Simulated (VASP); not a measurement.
Crystal: W.

```
CELL_PARAMETERS angstrom
2.80073 0.00000 0.00000
-1.40037 2.42551 0.00000
0.00000 0.00000 4.53719
ATOMIC_POSITIONS crystal
W 0.33333 0.66667 0.25000
W 0.66667 0.33333 0.75000
```

```yaml
Program: VASP 6.6.1
Task: relaxation of cell and atoms
Functional: LDA
Potentials_or_basis: VASP PAW LDA potentials, release 64 (W_sv)
Cutoff: 600 eV
k_mesh: 17 × 17 × 9
Occupations: fermi-dirac, width 0.05 eV
Spin: no spin polarisation
```

At the start: pressure 6.5 GPa; volume 15.41 Å³/atom.

Where does the relaxation end?

Over 7 steps the energy falls by 68.1 meV/atom and the volume is 15.82 Å³/atom (+2.7 %); space group P6_3/mmc (No. 194, to 0.05 Å).

The path:
| step | energy change (eV) | largest force (eV/Å) | pressure (GPa) | volume (Å³) |
| --- | --- | --- | --- | --- |
| 1 | 0.0000 | 0.0000 | 6.52 | 30.82 |
| 2 | 0.0150 | 0.0000 | -17.78 | 33.67 |
| 3 | -0.0480 | 0.0000 | -6.14 | 32.15 |
| 4 | -0.1138 | 0.0000 | -6.91 | 32.33 |
| 5 | -0.1198 | 0.0000 | -6.87 | 32.38 |
| 6 | -0.1295 | 0.0000 | 4.66 | 31.19 |
| 7 | -0.1361 | 0.0000 | 0.00 | 31.65 |

Final structure:
```
W
1.0
     2.74185    0.00000    0.00000
    -1.37093    2.37452    0.00000
     0.00000    0.00000    4.86071
W
2
Direct
  0.33333 0.66667 0.25000
  0.66667 0.33333 0.75000
```
